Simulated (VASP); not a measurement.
# ZrSiRu4: single point with PBE

Crystal: ZrSiRu4.

```
Zr Si Ru
1.0
     4.33526    0.00000    0.00000
    -2.16763    3.75445    0.00000
     0.00000    0.00000    5.65044
Zr Si Ru
1 1 4
Direct
  0.00000 0.00000 0.50000
  0.00000 0.00000 0.00000
  0.33333 0.66667 0.77959
  0.33333 0.66667 0.22041
  0.66667 0.33333 0.77959
  0.66667 0.33333 0.22041
```

The cell was generated, and may not be a known phase.

```
Program                : VASP 6.6.1
Task                   : single point
Functional             : PBE
Potentials or basis    : VASP PAW PBE potentials, release 64 (Zr_sv, Si, Ru_pv)
Cutoff                 : 520 eV
k mesh                 : 12 × 12 × 8
Occupations            : gaussian, width 0.1 eV
Spin                   : no spin polarisation
Dipole correction      : no
Further INCAR settings : ALGO = Fast; EDIFF = 1e-06; NBANDS = 45
```

- Pressure: 0.1 GPa
- Largest force: 0.014 eV/Å
- Band gap on the k mesh: zero (bands 36 and 37 overlap by 0.95 eV)

Forces in eV/Å, atoms in the order of the input:
```
Zr   0.000  0.000  0.000
Si   0.000  0.000  0.000
Ru   0.000  0.000 -0.014
Ru   0.000  0.000  0.014
Ru   0.000  0.000 -0.014
Ru   0.000  0.000  0.014
```

Levels at points of the mesh, in eV from the Fermi level:
```csv
k point,band 33,band 34,band 35,band 36,band 37,band 38,band 39,band 40
"(0.00, 0.00, 0.00)",-1.69,-1.30,-1.30,0.25,0.25,0.98,0.98,1.52
"(0.50, 0.00, 0.00)",-0.78,-0.46,-0.25,0.29,0.63,0.88,0.96,1.07
"(0.00, 0.00, 0.50)",-1.86,-1.85,-1.85,0.05,0.05,0.16,0.54,1.45
"(0.50, 0.00, 0.50)",-1.03,-0.94,-0.93,-0.80,-0.03,0.18,0.46,0.62
```

It took 5.1 min on 1 thread of AMD EPYC 9R45 96-Core Processor (Zen 5), with other jobs on the host, peak memory 0.41 GiB.
